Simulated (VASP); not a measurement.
# Zn4Ga (Im-3m) in VASP: notebook, part 2 of 2

VASP 6.6.1. Earlier steps stand in the parts before.

## Step 4: Relaxation of cell and atoms, PBE

This run uses another cell than the first one, of 19.67 Å³/atom, 1.264 times its volume.

Contents of INCAR:

```
SYSTEM = Zn4Ga
  ALGO = Normal
  EDIFF = 1E-7
  EDIFFG = -0.01
  ENCUT = 600
  GGA = PE
  IBRION = 2
  ISIF = 3
  ISMEAR = 0
  LASPH = .TRUE.
  LCHARG = .FALSE.
  LREAL = .FALSE.
  LWAVE = .FALSE.
  NELM = 100
  NSW = 100
  PREC = Accurate
  SIGMA = 0.1
```

Contents of KPOINTS:

```
k-points
0
G
  10 10 10
  0 0 0
```

Contents of POSCAR:

```
Zn4Ga
1.0
   -2.9076430644      2.9076430644      2.9076430644
    2.9076430644     -2.9076430644      2.9076430644
    2.9076430644      2.9076430644     -2.9076430644
Zn Ga
4 1
Direct
    0.0000000000      0.0000000000      0.5000000000
    0.5000000000      0.0000000000      0.0000000000
    0.0000000000      0.5000000000      0.0000000000
    0.5000000000      0.5000000000      0.5000000000
    0.0000000000      0.0000000000      0.0000000000
```

Potentials or basis: VASP PAW PBE potentials, release 64 (Zn, Ga_d).

Run with:

```bash
$ cat potpaw_PBE.64/Zn/POTCAR potpaw_PBE.64/Ga_d/POTCAR > POTCAR
$ mpirun -np 1 vasp_std > vasp.out
```

OUTCAR:

```text
SYSTEM = Zn4Ga
   EDIFF = 1E-7
   EDIFFG = -0.01
   ENCUT = 600
   GGA = PE
   IBRION = 2
   ISIF = 3
   ISMEAR = 0
   LASPH = .TRUE.
   LREAL = .FALSE.
   NELM = 100
   NSW = 100
   PREC = Accurate

 ion  position               nearest neighbor table
   1  0.000  0.000  0.500-   5 2.52   5 2.52   4 2.91   2 2.91   3 2.91   3 2.91   2 2.91   4 2.91

   2  0.500  0.000  0.000-   5 2.52   5 2.52   4 2.91   1 2.91   4 2.91   3 2.91   1 2.91   3 2.91

[... 1194 lines left out ...]
  --------------------------------------------------------------------------------------
  -------------------------------------------------------------------------------------
  Total        0.0357712      0.0357712      0.0357712      0.0000000     -0.0000000     -0.0000000
  in kB        0.5800274      0.5800274      0.5800274      0.0000000     -0.0000000     -0.0000000
  external PRESSURE =       0.5800274 kB  Pullay stress =       0.0000000 kB

 VOLUME and BASIS-vectors are now :
 -----------------------------------------------------------------------------
  energy-cutoff  :      600.00
  volume of cell :       98.81
      direct lattice vectors                 reciprocal lattice vectors
    -2.912361043  2.912361043  2.912361043     0.000000000  0.171682011  0.171682011
     2.912361043 -2.912361043  2.912361043     0.171682011  0.000000000  0.171682011
     2.912361043  2.912361043 -2.912361043     0.171682011  0.171682011  0.000000000

 POSITION                                       TOTAL-FORCE (eV/Angst)
 -----------------------------------------------------------------------------------
      1.45618      1.45618     -1.45618         0.000000      0.000000      0.000000
     -1.45618      1.45618      1.45618         0.000000     -0.000000     -0.000000
      1.45618      4.36854      1.45618        -0.000000      0.000000     -0.000000
      1.45618      1.45618      1.45618         0.000000     -0.000000      0.000000
      0.00000      5.82472      0.00000        -0.000000      0.000000     -0.000000
 -----------------------------------------------------------------------------------
    total drift:                                0.000000     -0.000000      0.000000

  FREE ENERGIE OF THE ION-ELECTRON SYSTEM (eV)
  ---------------------------------------------------
  free  energy   TOTEN  =        -6.1248447185 eV

  energy  without entropy=       -6.1112401040  energy(sigma->0) =       -6.11804241

 reached required accuracy - stopping structural energy minimisation
```

OSZICAR:

```text
N       E                     dE             d eps       ncg     rms          rms(c)
DAV:   1     0.425245260672E+03    0.42525E+03   -0.32541E+04  3560   0.288E+03
DAV:   2     0.351653799548E+02   -0.39008E+03   -0.38295E+03  3384   0.546E+02
DAV:   3    -0.557887631595E+01   -0.40744E+02   -0.40215E+02  3548   0.163E+02
[... 16 lines left out ...]
DAV:   5    -0.612484142139E+01    0.13937E-04   -0.57004E-05  4004   0.757E-02    0.395E-03
DAV:   6    -0.612484376833E+01   -0.23469E-05   -0.73087E-06  3492   0.277E-02    0.280E-03
DAV:   7    -0.612484485122E+01   -0.10829E-05   -0.98523E-07  3696   0.150E-02    0.950E-04
DAV:   8    -0.612484474701E+01    0.10422E-06   -0.26134E-07  2764   0.645E-03    0.268E-04
DAV:   9    -0.612484471852E+01    0.28485E-07   -0.16985E-08  1804   0.965E-04
   2 F= -.61248447E+01 E0= -.61180424E+01  d E =-.480936E-03
```

CONTCAR:

```text
Zn4Ga
   1.00000000000000
    -2.9123610429172935    2.9123610429172935    2.9123610429172935
     2.9123610429172935   -2.9123610429172935    2.9123610429172935
     2.9123610429172935    2.9123610429172935   -2.9123610429172935
  Zn              Ga
     4     1
Direct
     0.0000000000000000    0.0000000000000000    0.5000000000000000
     0.5000000000000000    0.0000000000000000    0.0000000000000000
     1.0000000000000000    0.5000000000000000    1.0000000000000000
     0.5000000000000000    0.5000000000000000    0.5000000000000000
     1.0000000000000000    0.0000000000000000    1.0000000000000000

  0.00000000E+00  0.00000000E+00  0.00000000E+00
  0.00000000E+00  0.00000000E+00  0.00000000E+00
  0.00000000E+00  0.00000000E+00  0.00000000E+00
  0.00000000E+00  0.00000000E+00  0.00000000E+00
  0.00000000E+00  0.00000000E+00  0.00000000E+00
```

It took 13 min on 1 thread of AMD EPYC, shared host; peak memory 0.32 GiB.

What came out:

```
Free energy                            : -6.1248 eV
Relaxed volume                         : 19.76 Å³/atom
Relaxed cell                           : a = 5.044 Å, b = 5.044 Å, c = 5.044 Å, α = 109.47°, β = 109.47°, γ = 109.47°
Space group after relaxing (to 0.05 Å) : Im-3m (No. 229)
Energy gained by relaxing              : 0.1 meV/atom
Ionic steps                            : 2
Pressure after relaxing                : 0.1 GPa
```

Step by step:
```csv
step,energy change (eV),largest force (eV/Å),pressure (GPa),volume (Å³)
1,0.0000,0.0000,0.27,98.33
2,-0.0005,0.0000,0.06,98.81
```

Final structure:
```cif
data_structure
_symmetry_space_group_name_H-M 'P 1'
_symmetry_Int_Tables_number 1
_cell_length_a 5.0444
_cell_length_b 5.0444
_cell_length_c 5.0444
_cell_angle_alpha 109.471
_cell_angle_beta 109.471
_cell_angle_gamma 109.471
_cell_volume 98.81
loop_
_atom_site_label
_atom_site_type_symbol
_atom_site_fract_x
_atom_site_fract_y
_atom_site_fract_z
_atom_site_occupancy
Zn1 Zn 0.00000 0.00000 0.50000 1
Zn2 Zn 0.50000 0.00000 0.00000 1
Zn3 Zn 0.00000 0.50000 0.00000 1
Zn4 Zn 0.50000 0.50000 0.50000 1
Ga1 Ga 0.00000 0.00000 0.00000 1
```

Levels at points of the mesh, in eV from the Fermi level:
| k point | band 28 | band 29 | band 30 | band 31 | band 32 | band 33 | band 34 | band 35 |
| --- | --- | --- | --- | --- | --- | --- | --- | --- |
| (0.00, 0.00, 0.00) | -1.91 | -1.91 | 0.05 | 0.21 | 0.21 | 0.21 | 1.13 | 1.13 |
| (0.50, 0.00, 0.00) | -3.08 | -1.71 | -1.65 | -1.61 | 2.22 | 3.09 | 3.52 | 4.02 |
| (0.50, 0.50, 0.50) | -4.27 | -4.27 | -2.07 | -2.07 | 3.55 | 3.55 | 3.55 | 4.84 |

## Step 5: Single point, PBE

This run uses another cell than the first one, of 19.67 Å³/atom, 1.264 times its volume.

Contents of INCAR:

```
PREC = Accurate ; ENCUT = 520
EDIFF = 1E-6 ; ISMEAR = 0
SIGMA = 0.1 ; LREAL = False
LASPH = True ; NELM = 100
ALGO = Normal ; ISIF = 2
LWAVE = False ; LCHARG = False
GGA = PE ; NBANDS = 38
```

Contents of KPOINTS:

```
Automatic mesh
0
Gamma
  4 4 4
```

POSCAR is that of step 4.

Potentials or basis: VASP PAW PBE potentials, release 64 (Zn, Ga_d).

Run with:

```bash
$ cat potpaw_PBE.64/Zn/POTCAR potpaw_PBE.64/Ga_d/POTCAR > POTCAR
$ mpirun -np 1 vasp_std > vasp.out
```

OUTCAR:

```text
PREC = Accurate
   ENCUT = 520
   EDIFF = 1E-6
   ISMEAR = 0
   LREAL = False
   LASPH = True
   NELM = 100
   ISIF = 2
   GGA = PE

 ion  position               nearest neighbor table
   1  0.000  0.000  0.500-   5 2.52   5 2.52   4 2.91   2 2.91   3 2.91   3 2.91   2 2.91   4 2.91

   2  0.500  0.000  0.000-   5 2.52   5 2.52   4 2.91   1 2.91   4 2.91   3 2.91   1 2.91   3 2.91

   3  0.000  0.500  0.000-   5 2.52   5 2.52   4 2.91   1 2.91   2 2.91   1 2.91   4 2.91   2 2.91

   4  0.500  0.500  0.500-   5 2.52   5 2.52   3 2.91   1 2.91   2 2.91   3 2.91   1 2.91   2 2.91
[... 516 lines left out ...]
  -------------------------------------------------------------------------------------
  Total        0.1696610      0.1696610      0.1696610      0.0000000      0.0000000     -0.0000000
  in kB        2.7644541      2.7644541      2.7644541      0.0000000      0.0000000     -0.0000000
  external PRESSURE =       2.7644541 kB  Pullay stress =       0.0000000 kB

 VOLUME and BASIS-vectors are now :
 -----------------------------------------------------------------------------
  energy-cutoff  :      520.00
  volume of cell :       98.33
      direct lattice vectors                 reciprocal lattice vectors
    -2.907643064  2.907643064  2.907643064     0.000000000  0.171960584  0.171960584
     2.907643064 -2.907643064  2.907643064     0.171960584  0.000000000  0.171960584
     2.907643064  2.907643064 -2.907643064     0.171960584  0.171960584  0.000000000

 POSITION                                       TOTAL-FORCE (eV/Angst)
 -----------------------------------------------------------------------------------
      1.45382      1.45382     -1.45382        -0.000000      0.000000      0.000000
     -1.45382      1.45382      1.45382        -0.000000      0.000000     -0.000000
      1.45382     -1.45382      1.45382        -0.000000     -0.000000     -0.000000
      1.45382      1.45382      1.45382         0.000000      0.000000      0.000000
      0.00000      0.00000      0.00000         0.000000     -0.000000      0.000000
 -----------------------------------------------------------------------------------
    total drift:                                0.000000     -0.000000      0.000000

  FREE ENERGIE OF THE ION-ELECTRON SYSTEM (eV)
  ---------------------------------------------------
  free  energy   TOTEN  =        -6.4221686850 eV

  energy  without entropy=       -6.4198015390  energy(sigma->0) =       -6.42098511
```

OSZICAR:

```text
N       E                     dE             d eps       ncg     rms          rms(c)
DAV:   1     0.409353520089E+03    0.40935E+03   -0.29677E+04   638   0.250E+03
DAV:   2     0.357706056687E+02   -0.37358E+03   -0.36304E+03   608   0.489E+02
DAV:   3    -0.572813719362E+01   -0.41499E+02   -0.40747E+02   662   0.150E+02
DAV:   4    -0.691177394343E+01   -0.11836E+01   -0.11824E+01   658   0.259E+01
DAV:   5    -0.692141120760E+01   -0.96373E-02   -0.96340E-02   656   0.219E+00    0.469E+00
DAV:   6    -0.646870999651E+01    0.45270E+00   -0.19029E+00   704   0.193E+01    0.353E+00
DAV:   7    -0.643186445485E+01    0.36846E-01   -0.21919E-01   656   0.402E+00    0.153E+00
DAV:   8    -0.642238404059E+01    0.94804E-02   -0.24359E-02   628   0.128E+00    0.302E-01
DAV:   9    -0.642225128828E+01    0.13275E-03   -0.39085E-03   658   0.441E-01    0.809E-02
DAV:  10    -0.642216567835E+01    0.85610E-04   -0.37754E-04   638   0.160E-01    0.414E-02
DAV:  11    -0.642216716314E+01   -0.14848E-05   -0.52670E-05   690   0.370E-02    0.134E-02
DAV:  12    -0.642216874562E+01   -0.15825E-05   -0.43200E-06   576   0.191E-02    0.161E-03
DAV:  13    -0.642216868500E+01    0.60620E-07   -0.70190E-07   322   0.104E-02
   1 F= -.64221687E+01 E0= -.64209851E+01  d E =-.236715E-02
```

It took 81 s on 1 thread of AMD EPYC, shared host; peak memory 0.21 GiB.

Results:

| Property | Result |
| --- | --- |
| Free energy | -6.4222 eV |
| Pressure | 0.3 GPa |

Caveat: the k points lie up to 0.38 Å⁻¹ apart.

## Step 6: Summary

| task | cell | k mesh | cutoff (eV) | gap on the mesh (eV) | pressure (GPa) |
| --- | --- | --- | --- | --- | --- |
| single point | a = 4.658 Å, angles 109.5°, 5 atoms | 4 × 4 × 4 | 520 | none | 19.8 |
| single point | a = 5.039 Å, angles 109.5°, 5 atoms | 10 × 10 × 10 | 520 | none | 0.2 |
| relaxation of cell and atoms | relaxed from a = 5.036 Å, angles 109.5°, 5 atoms | 10 × 10 × 10 | 600 | none | 0.1 |
| single point | a = 5.036 Å, angles 109.5°, 5 atoms | 4 × 4 × 4 | 520 | none | 0.3 |

Alike in all rows: level PBE; potentials or basis VASP PAW PBE potentials, release 64 (Zn, Ga_d); no spin polarisation; smearing gaussian 0.1 eV.

Caveats: some runs use coarse meshes.

Absolute energies hang on the potentials; compare differences alone.
